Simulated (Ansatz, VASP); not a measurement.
## Y: VASP beside Ansatz

INCAR

```
SYSTEM = Y
PREC = Accurate
ENCUT = 520
EDIFF = 1E-6
ISMEAR = -1
SIGMA = 0.1
LREAL = .False.
LASPH = .True.
NELM = 80
ALGO = Normal
ISIF = 2
LWAVE = .False.
LCHARG = .False.
GGA = RP
NBANDS = 24
```

The input KPOINTS:

```
Automatic mesh
0
Gamma
  7 7 10
  0 0 0
```

The input POSCAR:

```
Y
1.0
    5.8041320033      0.0000000000      0.0000000000
   -2.9020660016      5.0265257618      0.0000000000
    0.0000000000      0.0000000000      3.6225013393
Y
3
Direct
    1.0000000000      0.0000000000      1.0000000000
    0.3333333333      0.6666666667      0.5000000000
    0.6666666667      0.3333333333      0.5000000000
```

Input for Ansatz:

```yaml
crystal:
  lattice:
    - [5.8041320033, 0.0, 0.0]
    - [-2.9020660016, 5.0265257618, 0.0]
    - [0.0, 0.0, 3.6225013393]
  atoms:
    - { symbol: "Y", position: [1.0, 0.0, 1.0] }
    - { symbol: "Y", position: [0.3333333333, 0.6666666667, 0.5] }
    - { symbol: "Y", position: [0.6666666667, 0.3333333333, 0.5] }
hamiltonian:
  xc: rpbe
  pseudopotentials:
    kind: paw
    azcp:
      "Y": "pseudopotentials/Y.paw.azcp"
basis:
  ecutwfc: 420
  fft_grid_basis: typed
kpoints:
  mp_grid: { grid: [7, 7, 10], shift: [0, 0, 0] }
magnetization:
  spin_polarized: false
scf:
  occupations: { method: fermi_dirac, width: 0.1 }
  lower_state_search: "off"
output:
  stress: true
  write_density: true
  write_potential: true
  elf: true
  volumetric_format: npy
```

Alike in both runs: task single point; functional RPBE; k mesh 7 × 7 × 10; occupations fermi-dirac, width 0.1 eV; no spin polarisation.

|  | VASP | Ansatz |
| --- | --- | --- |
| version | VASP 6.6.1 | Ansatz 0.2.0 |
| potentials or method | VASP PAW PBE potentials, release 64 (Y_sv), cutoff 520 eV | plane waves (420 eV) with PAW, scalar-relativistic |
| valence electrons in the cell | 33 | 33 |

|  | VASP | Ansatz | Ansatz less VASP |
| --- | --- | --- | --- |
| pressure (GPa) | -1.4 | -1.4 | +0.07 |
| traceless stress, the component that is largest in VASP (GPa) | 0.08 | 0.08 | -0.001 |

VASP's potentials were made for PBE, not for RPBE. The functional is the same, so the differences come from potentials, cutoffs and numerics.
